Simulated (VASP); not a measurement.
# B (Pmmn) in VASP: further runs

The runs below take B through single point, with HF, PBE-based screened hybrid with 25 % exact exchange, HSE06.

Everything below comes from runs of VASP 6.6.1. Logs are shortened: lines on timing, memory, paths and dates and some standing lists are left out, and cuts for length are marked.

## (1) The cell of the first run

The structure is orthorhombic, space group Pmmn (No. 59). The conventional cell has a = 1.596 Å, b = 2.993 Å, c = 4.416 Å, α = 90.00°, β = 90.00°, γ = 90.00°. B (site symmetry mm2) has 6 B at 1.60 to 1.97 Å within 2.1 Å.

## (2) Single point, HF

File POSCAR:

```
B
1.0
    1.5957593005      0.0000000000      0.0000000000
    0.0000000000      2.9925492716      0.0000000000
    0.0000000000      0.0000000000      4.4162753320
B
2
Direct
    0.0000000000      0.5000000000      0.6126204275
    0.5000000000      0.0000000000      0.3873795725
```

File INCAR.step1:

```
SYSTEM = B
  ALGO = Normal
  EDIFF = 1E-5
  ENCUT = 520
  GGA = PE
  ISIF = 2
  ISMEAR = -1
  LASPH = .True.
  LCHARG = .False.
  LREAL = .False.
  LWAVE = .True.
  NBANDS = 10
  NELM = 60
  PREC = Accurate
  SIGMA = 0.05
```

File INCAR.step2:

```
SYSTEM = B
  AEXX = 1.0
  AGGAC = 0.0
  ALDAC = 0.0
  ALGO = Normal
  EDIFF = 1E-7
  ENCUT = 520
  GGA = PE
  ISIF = 2
  ISMEAR = -1
  ISTART = 1
  LASPH = .True.
  LCHARG = .False.
  LHFCALC = .True.
  LREAL = .False.
  LWAVE = .False.
  NBANDS = 10
  NELM = 60
  PREC = Accurate
  PRECFOCK = Normal
  SIGMA = 0.05
```

File KPOINTS:

```
k-points
0
Gamma
  8 5 4
  0 0 0
```

Potentials or basis: VASP PAW PBE potentials, release 64 (B).

Run with:

```console
> cat potpaw_PBE.64/B/POTCAR > POTCAR
> cp INCAR.step1 INCAR
> mpirun -np 1 vasp_std > vasp.out
> cp INCAR.step2 INCAR
> mpirun -np 1 vasp_std > vasp.out
```

OUTCAR:

```text
SYSTEM = B
   AEXX = 1.0
   EDIFF = 1E-7
   ENCUT = 520
   GGA = PE
   ISIF = 2
   ISMEAR = -1
   ISTART = 1
   LASPH = .True.
   LHFCALC = .True.
   LREAL = .False.
   NELM = 60
   PREC = Accurate
   PRECFOCK = Normal

 ion  position               nearest neighbor table
   1  0.000  0.500  0.613-   2 1.97   2 1.97   2 1.97   2 1.97
   2  0.500  0.000  0.387-   1 1.97   1 1.97   1 1.97   1 1.97

  LATTYP: Found a simple orthorhombic cell.
 ALAT       =     1.5957593005
 B/A-ratio  =     1.8753136959
 C/A-ratio  =     2.7675071865

  Lattice vectors:

 A1 = (   1.5957593005,   0.0000000000,   0.0000000000)
 A2 = (   0.0000000000,   2.9925492716,   0.0000000000)
 A3 = (   0.0000000000,   0.0000000000,   4.4162753320)

Analysis of symmetry for initial positions (statically):
=====================================================================
 Subroutine PRICEL returns:
 Original cell was already a primitive cell.

 Routine SETGRP: Setting up the symmetry group for a
 simple orthorhombic supercell.

 Subroutine GETGRP returns: Found  8 space group operations
 (whereof  4 operations were pure point group operations)
 out of a pool of  8 trial point group operations.

The static configuration has the point symmetry C_2v.
 The point group associated with its full space group is D_2h.

Analysis of symmetry for dynamics (positions and initial velocities):
=====================================================================
 Subroutine PRICEL returns:
 Original cell was already a primitive cell.

 Routine SETGRP: Setting up the symmetry group for a
 simple orthorhombic supercell.

 Subroutine GETGRP returns: Found  8 space group operations
 (whereof  4 operations were pure point group operations)
 out of a pool of  8 trial point group operations.

The dynamic configuration has the point symmetry C_2v.
 The point group associated with its full space group is D_2h.

 Subroutine INISYM returns: Found  8 space group operations
 (whereof  4 operations are pure point group operations),
 and found     1 'primitive' translations

----------------------------------------------------------------------------------------

                                     Primitive cell

  volume of cell :      21.0894

  direct lattice vectors                    reciprocal lattice vectors
     1.595759300  0.000000000  0.000000000     0.626660925  0.000000000  0.000000000
     0.000000000  2.992549272  0.000000000     0.000000000  0.334163253  0.000000000
     0.000000000  0.000000000  4.416275332     0.000000000  0.000000000  0.226435157

  length of vectors
     1.595759300  2.992549272  4.416275332     0.626660925  0.334163253  0.226435157

  position of ions in fractional coordinates (direct lattice)
     0.000000000  0.500000000  0.612620427
     0.500000000  0.000000000  0.387379573

  ion indices of the primitive-cell ions
   primitive index   ion index
                 1           1
                 2           2

----------------------------------------------------------------------------------------

 KPOINTS: k-points

Automatic generation of k-mesh.
 Grid dimensions read from file:
 generate k-points for:    8    5    4

 Generating k-lattice:

  Cartesian coordinates                     Fractional coordinates (reciprocal lattice)
     0.078332616  0.000000000  0.000000000     0.125000000  0.000000000  0.000000000
     0.000000000  0.066832651  0.000000000     0.000000000  0.200000000  0.000000000
     0.000000000  0.000000000  0.056608789     0.000000000  0.000000000  0.250000000

  Length of vectors
     0.078332616  0.066832651  0.056608789

  Shift w.r.t. Gamma in fractional coordinates (k-lattice)
     0.000000000  0.000000000  0.000000000

 Subroutine IBZKPT returns following result:
 ===========================================

 Found     45 irreducible k-points:

 Following reciprocal coordinates:
            Coordinates               Weight
  0.000000  0.000000  0.000000      1.000000
  0.125000  0.000000  0.000000      2.000000
  0.250000  0.000000  0.000000      2.000000
  0.375000  0.000000  0.000000      2.000000
  0.500000  0.000000  0.000000      1.000000
  0.000000  0.200000  0.000000      2.000000
[... 16 lines left out ...]
  0.250000  0.200000  0.250000      8.000000
  0.375000  0.200000  0.250000      8.000000
 [... further k-points ...]
   k-points           NKPTS =     45   k-points in BZ     NKDIM =    160   number of bands    NBANDS=     10
   number of dos      NEDOS =    301   number of ions     NIONS =      2
   total plane-waves  NPLWV =  10368
   dimension x,y,z NGX =    12 NGY =   24 NGZ =   36
   dimension x,y,z NGXF=    24 NGYF=   48 NGZF=   72
   ions per type =               2
   NGX,Y,Z   is equivalent  to a cutoff of  12.50, 13.33, 13.55 a.u.
   NGXF,Y,Z  is equivalent  to a cutoff of  25.00, 26.67, 27.10 a.u.
 SYSTEM =  B
   PREC   = accura    normal or accurate (medium, high low for compatibility)
   ISTART =      1    job   : 0-new  1-cont  2-samecut
   ICHARG =      0    charge: 1-file 2-atom 10-const
   ISPIN  =      1    spin polarized calculation?
   LNONCOLLINEAR =      F non collinear calculations
   LSORBIT =      F    spin-orbit coupling
   LASPH  =      T    aspherical Exc in radial PAW
   ENCUT  =  520.0 eV  38.22 Ry    6.18 a.u.   2.97  5.56  8.21*2*pi/ulx,y,z
   NELM   =     60;   NELMIN=  2; NELMDL=  0     # of ELM steps
   EDIFF  = 0.1E-06   stopping-criterion for ELM
   LREAL  =      F    real-space projection
   EDIFFG = 0.1E-05   stopping-criterion for IOM
   NSW    =      0    number of steps for IOM
   IBRION =     -1    ionic relax: 0-MD 1-quasi-New 2-CG
   NFREE  =      0    steps in history (QN), initial steepest desc. (CG)
   ISIF   =      2    stress and relaxation
   ISYM   =      3    0-nonsym 1-usesym 2-fastsym
   POTIM  = 0.5000    time-step for ionic-motion
   TEBEG  =    0.0;   TEEND  =   0.0 temperature during run
   PSTRESS=    0.0 pullay stress
   NELECT =       6.0000    total number of electrons
   NUPDOWN=      -1.0000    fix difference up-down
   EMIN   =  10.00;   EMAX   =-10.00  energy-range for DOS
   EFERMI =   0.00;   METHOD = LEGACY
   ISMEAR =    -1;   SIGMA  =   0.05  broadening in eV -4-tet -1-fermi 0-gaus
   EFERMI_NEDOS =   21; number of points for ismear=-14 and -15
   IALGO  =     38    algorithm
   IMIX   =      1    mixing-type and parameters
     AMIX     =   0.40;   BMIX     =  1.00
     AMIX_MAG =   1.60;   BMIX_MAG =  1.00
  volume/ion in A,a.u.               =      10.54        71.16
  Fermi-wavevector in a.u.,A,eV,Ry     =   1.076722  2.034710 15.773649  1.159331
  Thomas-Fermi vector in A             =   2.212614
   LORBIT       =      0    0 simple, 1 ext, 2 COOP (PROOUT), +10 PAW based schemes
   GGA     = PE    functional components
   LHFCALC =     T    Hartree Fock is set to
   PRECFOCK=normal    Normal, Fast or Accurate (Low or Medium for compatibility)
   ENCUT4O =  -1.0   cutoff for four orbital integrals eV
   NKREDX  =     1    reduce k-point grid by
   NKREDY  =     1    reduce k-point grid by
   NKREDZ  =     1    reduce k-point grid by
   AEXX    =    1.0000 exact exchange contribution
   HFSCREEN=    0.0000 screening length (either q_TF or 0.3 A-1)
   HFSCREENC=   0.0000 screening length for correlation (either q_TF or 0.3 A-1)
   ENCUTFOCK=  -1.0 apply spherical cutoff to Coloumb kernel
   IVDW    =     0    specifies the selected vdW correction
   LEPSILON=     F    determine dielectric tensor
   LRPA    =     F    only Hartree local field effects (RPA)
 non-spin polarized calculation
  energy-cutoff  :      520.00
  volume of cell :       21.09
 maximum number of plane-waves:       586
 NGX is ok and might be reduce to    12
  NGX = 10; NGY = 18; NGZ = 28

 number of electron       6.0000000 magnetization

 Free energy of the ion-electron system (eV)
  ---------------------------------------------------
  ext. energy  EPLUGINS =         0.00000000
  ---------------------------------------------------
  free energy    TOTEN  =       -17.59849702 eV

  energy without entropy =      -17.59676415  energy(sigma->0) =      -17.59763058

 E-fermi :   4.5469     XC(G=0):   0.0000

 val. band max:        4.5468648945   @ k =   0.2500   0.4000   0.5000
 cond. band min:       5.9457938213   @ k =   0.1250   0.0000   0.5000
 fundamental gap:      1.3989289268
 Fermi energy:         4.5468648947

 k-point     1 :       0.0000    0.0000    0.0000
  band No.  band energies     occupation
      1     -20.6738      2.00000
      2      -8.3648      2.00000
      3      -5.1361      2.00000
      4      -2.0448      2.00000
      5      10.0815      0.00000
      6      15.5658      0.00000
      7      18.0549      0.00000
      8      23.6034      0.00000
      9      25.7876      0.00000
     10      29.3826      0.00000

 k-point     2 :       0.1250    0.0000    0.0000
  band No.  band energies     occupation
      1     -19.7308      2.00000
      2      -7.3612      2.00000
      3      -3.7713      2.00000
      4      -0.1957      2.00000
      5      10.4722      0.00000
      6      16.6254      0.00000
      7      18.7399      0.00000
      8      24.3722      0.00000
      9      26.7860      0.00000
     10      29.7497      0.00000

 k-point     3 :       0.2500    0.0000    0.0000
  band No.  band energies     occupation
      1     -16.9674      2.00000
      2      -4.8919      2.00000
      3       0.6211      2.00000
      4       7.5415      0.00000
      5      11.4903      0.00000
      6      19.6228      0.00000
      7      20.2943      0.00000
      8      23.7445      0.00000
      9      27.5844      0.00000
     10      28.9472      0.00000
[... 248 lines left out ...]
 k-point    23 :       0.2500    0.2000    0.2500
  band No.  band energies     occupation
      1     -16.1561      2.00000
      2      -6.3925      2.00000
      3      -1.5306      2.00000
      4       8.7692      0.00000
      5      14.7055      0.00000
      6      16.6422      0.00000
      7      22.6944      0.00000
      8      23.8120      0.00000
      9      25.4936      0.00000
     10      27.3756      0.00000

 k-point    24 :       0.3750    0.2000    0.2500
  band No.  band energies     occupation
      1     -11.9203      2.00000
      2      -4.8030      2.00000
      3       8.4700      0.00000
      4      14.0875      0.00000
      5      15.3301      0.00000
      6      18.7161      0.00000
      7      22.3647      0.00000
      8      22.5803      0.00000
      9      25.9713      0.00000
     10      28.1499      0.00000

 [... further k-points ...]
[... 5 lines left out ...]
  --------------------------------------------------------------------------------------
  -------------------------------------------------------------------------------------
  Total       -0.8202872     -0.1755590      0.6320956      0.0000000      0.0000000      0.0000000
  in kB      -62.3177407    -13.3373271     48.0207020      0.0000000      0.0000000      0.0000000
  external PRESSURE =      -9.2114553 kB  Pullay stress =       0.0000000 kB

 VOLUME and BASIS-vectors are now :
 -----------------------------------------------------------------------------
  energy-cutoff  :      520.00
  volume of cell :       21.09
      direct lattice vectors                 reciprocal lattice vectors
     1.595759300  0.000000000  0.000000000     0.626660925  0.000000000  0.000000000
     0.000000000  2.992549272  0.000000000     0.000000000  0.334163253  0.000000000
     0.000000000  0.000000000  4.416275332     0.000000000  0.000000000  0.226435157

 POSITION                                       TOTAL-FORCE (eV/Angst)
 -----------------------------------------------------------------------------------
      0.00000      1.49627      2.70550         0.000000      0.000000      0.176432
      0.79788      0.00000      1.71077         0.000000      0.000000     -0.176432
 -----------------------------------------------------------------------------------
    total drift:                               -0.000000      0.000000     -0.000000

  FREE ENERGIE OF THE ION-ELECTRON SYSTEM (eV)
  ---------------------------------------------------
  free  energy   TOTEN  =       -17.5984970152 eV

  energy  without entropy=      -17.5967641472  energy(sigma->0) =      -17.59763058
```

It took 14 min on 1 thread of AMD EPYC 7R43 (Zen 3), shared host; peak memory 0.1 GiB.

What came out:

* Free energy: -17.5985 eV
* Pressure: -0.9 GPa
* Largest force: 0.176 eV/Å
* Band gap on the k mesh: zero (bands 3 and 4 overlap by 19.40 eV)

Forces in eV/Å, atoms in the order of the input:
```
B    0.000  0.000  0.176
B    0.000  0.000 -0.176
```

Levels at points of the mesh, in eV from the Fermi level:
```csv
k point,band 1,band 2,band 3,band 4,band 5,band 6,band 7
"(0.00, 0.00, 0.00)",-25.22,-12.91,-9.68,-6.59,5.53,11.02,13.51
"(0.50, 0.00, 0.00)",-12.10,-12.10,11.78,11.78,13.83,13.83,16.10
"(0.00, 0.00, 0.50)",-25.06,-14.62,-9.62,-2.68,5.41,10.13,11.24
"(0.50, 0.00, 0.50)",-12.07,-12.07,10.89,10.89,13.88,13.88,16.57
```

Caveat: the k points lie up to 0.49 Å⁻¹ apart, too coarse for converged energies and pressures of a metal; the PAW data sets were made with another functional, which shifts forces and pressure a little.

## (3) Single point, PBE-based screened hybrid with 25 % exact exchange

This run uses another cell than the first one, of 13.57 Å³/atom.

File POSCAR:

```
B
1.0
    1.5944400166      0.0000000000      0.0000000000
    0.0000000000      2.8642886896      0.0000000000
    0.0000000000      0.0000000000      5.9426573459
B
2
Direct
    0.0000000000      0.5000000000      0.5812904186
    0.5000000000      0.0000000000      0.4187095814
```

File INCAR.step1:

```
SYSTEM = B
  PREC = Accurate
  ENCUT = 520
  EDIFF = 1E-5
  ISMEAR = -1
  SIGMA = 0.05
  LREAL = .False.
  LASPH = .True.
  NELM = 80
  ALGO = Normal
  ISIF = 2
  LWAVE = .True.
  NBANDS = 10
  GGA = PE
```

File INCAR.step2:

```
SYSTEM = B
  PREC = Accurate
  ENCUT = 520
  EDIFF = 1E-6
  ISMEAR = -1
  SIGMA = 0.05
  LREAL = .False.
  LASPH = .True.
  NELM = 80
  ALGO = Normal
  ISIF = 2
  LWAVE = .False.
  LCHARG = .True.
  GGA = PE
  LHFCALC = .True.
  AEXX = 0.25
  HFSCREEN = 0.3
  PRECFOCK = Normal
  LELF = .True.
  LVHAR = .True.
  NBANDS = 10
  ISTART = 1
```

File KPOINTS:

```
Automatic mesh
0
Gamma
  8 5 4
  0 0 0
```

Potentials or basis: VASP PAW PBE potentials, release 64 (B).

Run with:

```console
> cat potpaw_PBE.64/B/POTCAR > POTCAR
> cp INCAR.step1 INCAR
> mpirun -np 1 vasp_std > vasp.out
> cp INCAR.step2 INCAR
> mpirun -np 1 vasp_std > vasp.out
```

It took 8.8 min on 1 thread of AMD EPYC 7R43 (Zen 3), shared host; peak memory 0.2 GiB.

The run converged. Its results:

```
Free energy            : -13.4733 eV
Pressure               : 0.0 GPa
Band gap on the k mesh : zero (bands 3 and 4 overlap by 10.62 eV)
```

Stress tensor (GPa, compression positive):
```
 0.02  0.00  0.00
 0.00 -0.04  0.00
 0.00  0.00 -0.09
```

Levels at points of the mesh, in eV from the Fermi level:
| k point | band 1 | band 2 | band 3 | band 4 | band 5 | band 6 | band 7 |
| --- | --- | --- | --- | --- | --- | --- | --- |
| (0.00, 0.00, 0.00) | -17.53 | -7.94 | -5.20 | -1.90 | 3.69 | 6.79 | 7.72 |
| (0.50, 0.00, 0.00) | -7.28 | -7.28 | 7.44 | 7.44 | 9.39 | 9.39 | 11.74 |
| (0.00, 0.00, 0.50) | -17.53 | -8.04 | -5.20 | -1.37 | 3.67 | 5.35 | 7.70 |
| (0.50, 0.00, 0.50) | -7.28 | -7.28 | 7.38 | 7.38 | 9.39 | 9.39 | 11.80 |

Caveat: the k points lie up to 0.49 Å⁻¹ apart, too coarse for converged energies and pressures of a metal; the PAW data sets were made with another functional, which shifts forces and pressure a little.

## (4) Single point, HSE06

This run uses another cell than the first one, of 13.59 Å³/atom.

File POSCAR:

```
B
1.0
    1.5940998644      0.0000000000      0.0000000000
    0.0000000000      2.8626210016      0.0000000000
    0.0000000000      0.0000000000      5.9545422893
B
2
Direct
    0.0000000000      0.5000000000      0.5811148899
    0.5000000000      0.0000000000      0.4188851101
```

File INCAR.step1:

```
  PREC = Accurate
  ENCUT = 520
  EDIFF = 1E-5
  ISMEAR = -1
  SIGMA = 0.05
  LREAL = False
  LASPH = True
  NELM = 60
  ALGO = Normal
  ISIF = 2
  LWAVE = True
  LCHARG = False
  GGA = PE
  NBANDS = 10
```

File INCAR.step2:

```
  PREC = Accurate
  ENCUT = 520
  EDIFF = 1E-7
  ISMEAR = -1
  SIGMA = 0.05
  LREAL = False
  LASPH = True
  NELM = 60
  ALGO = Normal
  ISIF = 2
  LWAVE = False
  LCHARG = False
  GGA = PE
  LHFCALC = True
  HFSCREEN = 0.2079
  PRECFOCK = Normal
  ISTART = 1
  NBANDS = 10
```

File KPOINTS:

```
regular mesh
0
Gamma
  8 5 4
```

Run with:

```console
> cat potpaw_PBE.64/B/POTCAR > POTCAR
> cp INCAR.step1 INCAR
> mpirun -np 1 vasp_std > vasp.out
> cp INCAR.step2 INCAR
> mpirun -np 1 vasp_std > vasp.out
```

It took 13 min on 1 thread of AMD EPYC 7R43 (Zen 3), shared host; peak memory 0.2 GiB.

It converged, with:

```yaml
Free_energy: -13.7271 eV
Pressure: -0.1 GPa
Band_gap_on_the_k_mesh: zero (bands 3 and 4 overlap by 10.92 eV)
```

Levels at points of the mesh, in eV from the Fermi level:
```
           k point  band 1  band 2  band 3  band 4  band 5  band 6  band 7  band 8
(0.00, 0.00, 0.00)  -17.72   -8.11   -5.32   -2.02    3.85    6.90    7.90   11.54
(0.50, 0.00, 0.00)   -7.42   -7.42    7.61    7.61    9.59    9.59   11.94   11.94
(0.00, 0.00, 0.50)  -17.72   -8.22   -5.32   -1.50    3.83    5.45    7.87   12.29
(0.50, 0.00, 0.50)   -7.42   -7.42    7.56    7.56    9.59    9.59   12.00   12.00
```

Caveat: the k points lie up to 0.49 Å⁻¹ apart, too coarse for converged energies and pressures of a metal; the PAW data sets were made with another functional, which shifts forces and pressure a little; this functional lacks dispersion, which binds layers or chains, so the pressure and a relaxed spacing across them are unreliable.

## (5) Summary

| level | cell | share of exact exchange | screening parameter | gap on the mesh (eV) | pressure (GPa) |
| --- | --- | --- | --- | --- | --- |
| HF | a = 1.596, b = 2.993, c = 4.416 Å, 2 atoms, atomic positions A | 1 | - | none | -0.9 |
| PBE-based screened hybrid with 25 % exact exchange | a = 1.594, b = 2.864, c = 5.943 Å, 2 atoms, atomic positions B | 0.25 | 0.3 1/Å | none | 0.0 |
| HSE06 | a = 1.594, b = 2.863, c = 5.955 Å, 2 atoms, atomic positions C | 0.25 | 0.2079 1/Å | none | -0.1 |

Alike in all rows: task single point; potentials or basis VASP PAW PBE potentials, release 64 (B); no spin polarisation; k mesh 8 × 5 × 4; cutoff (eV) 520; smearing fermi-dirac 0.05 eV.

Caveats: all runs use coarse meshes; the PAW data sets were made with another functional, which shifts forces and pressure a little; this functional lacks dispersion, which binds layers or chains, so the pressure and a relaxed spacing across them are unreliable (at least some runs).

Absolute energies hang on the potentials; compare differences alone.

The gap in the log of VASP goes by the Fermi energy; the results here count the filled bands.